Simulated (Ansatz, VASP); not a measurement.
## One calculation of Si, two programs

File INCAR:

```
PREC = Accurate ; ENCUT = 500
EDIFF = 1E-6 ; ISMEAR = 0
SIGMA = 0.01 ; LREAL = False
LASPH = True ; NELM = 120
ALGO = Normal ; ISIF = 2
LWAVE = False ; LCHARG = True
GGA = PE ; LELF = True
LVHAR = True ; NBANDS = 11
GGA_COMPAT = False
```

The input KPOINTS:

```
regular mesh
0
Gamma
  7 7 7
```

File POSCAR:

```
Si
1.0
    0.0000000000      2.7135600000      2.7135600000
    2.7135600000      0.0000000000      2.7135600000
    2.7135600000      2.7135600000      0.0000000000
Si
2
Direct
    0.7500000000      0.7500000000      0.7500000000
    0.5000000000      0.5000000000      0.5000000000
```

Input for Ansatz:

```yaml
crystal:
  lattice:
    - [0.0, 2.71356, 2.71356]
    - [2.71356, 0.0, 2.71356]
    - [2.71356, 2.71356, 0.0]
  atoms:
    - { symbol: Si, position: [0.7499999999999999, 0.7499999999999999, 0.7499999999999999] }
    - { symbol: Si, position: [0.5, 0.5, 0.5] }
kpoints:
  mp_grid:
    grid: [7, 7, 7]
hamiltonian:
  xc: pbe
scf:
  occupations:
    method: fixed
output:
  eigenvalues: true
```

Alike in both runs: task single point; functional PBE; k mesh 7 × 7 × 7; no spin polarisation.

|  | VASP | Ansatz |
| --- | --- | --- |
| version | VASP 6.6.1 | Ansatz 0.2.0 |
| potentials or method | VASP PAW PBE potentials, release 64 (Si) | plane waves, PAW |
| plane-wave cutoff (eV) | 500 | 420 |
| occupations | gaussian, width 0.01 eV | fixed |
| valence electrons in the cell | 8 | 8 |

```csv
,VASP,Ansatz,Ansatz less VASP
gap on the k mesh at the Fermi level (eV),0.57,0.57,-0.002
```
